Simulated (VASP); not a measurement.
A run of VASP 6.6.1 is set up as follows.

INCAR

```
SYSTEM = Si4N
PREC = Accurate ; ENCUT = 520
EDIFF = 1E-7 ; ISMEAR = 0
SIGMA = 0.05 ; LREAL = .FALSE.
LASPH = .TRUE. ; NELM = 80
ALGO = Normal ; ISIF = 2
LWAVE = .FALSE. ; LCHARG = .TRUE.
LDIPOL = .TRUE. ; IDIPOL = 3
DIPOL = 0.5 0.5 0.375 ; GGA = PE
IVDW = 12 ; LELF = .TRUE.
LVHAR = .TRUE. ; LVACPOTAV = .TRUE.
NBANDS = 32
```

KPOINTS

```
Automatic mesh
0
G
  9 9 1
  0 0 0
```

File POSCAR:

```
Si4N
1.0
    3.8155170209      0.0000000000      0.0000000000
   -1.9077585104      3.3043346686      0.0000000000
    0.0000000000      0.0000000000     28.9874813843
Si N
8 2
Direct
    0.6666666667      0.3333333333      0.1379906018
    0.3333333333      0.6666666667      0.1654736894
    0.3333333333      0.6666666667      0.2468813277
    0.6666666667      0.3333333333      0.2743644153
    0.6666666667      0.3333333333      0.3556303104
    0.3333333333      0.6666666667      0.3827070033
    0.3333333333      0.6666666667      0.4657581680
    0.6666666667      0.3333333333      0.4894347735
    0.6666666667      0.6666666667      0.5963774898
    0.6666666667      0.6666666667      0.6343249053
```

Potentials or basis: VASP PAW PBE potentials, release 64 (Si, N).

Command:

```sh
$ cat potpaw_PBE.64/Si/POTCAR potpaw_PBE.64/N/POTCAR > POTCAR
$ mpirun -np 1 vasp_std > vasp.out
```

**Question.** What does it give for the band gap on the k mesh?

**Answer.** Zero (bands 21 and 22 overlap by 0.36 eV).

**Question.** Predict the largest force.

**Answer.** 2.269 eV/Å.

**Question.** Estimate the dispersion energy per atom.

**Answer.** -0.243 eV.

Forces in eV/Å, atoms in the order of the input:
```
Si   0.000  0.004  0.489
Si   0.002 -0.002 -0.644
Si  -0.006 -0.002  0.221
Si   0.004  0.001 -0.032
Si   0.003 -0.002 -0.005
Si   0.008  0.006  0.054
Si   0.004  0.003 -0.027
Si   0.014 -0.068 -0.066
N   -0.053  0.104 -2.258
N    0.023 -0.042  2.269
```

Caveat: the standard files for N, O and F lose accuracy on very short bonds.
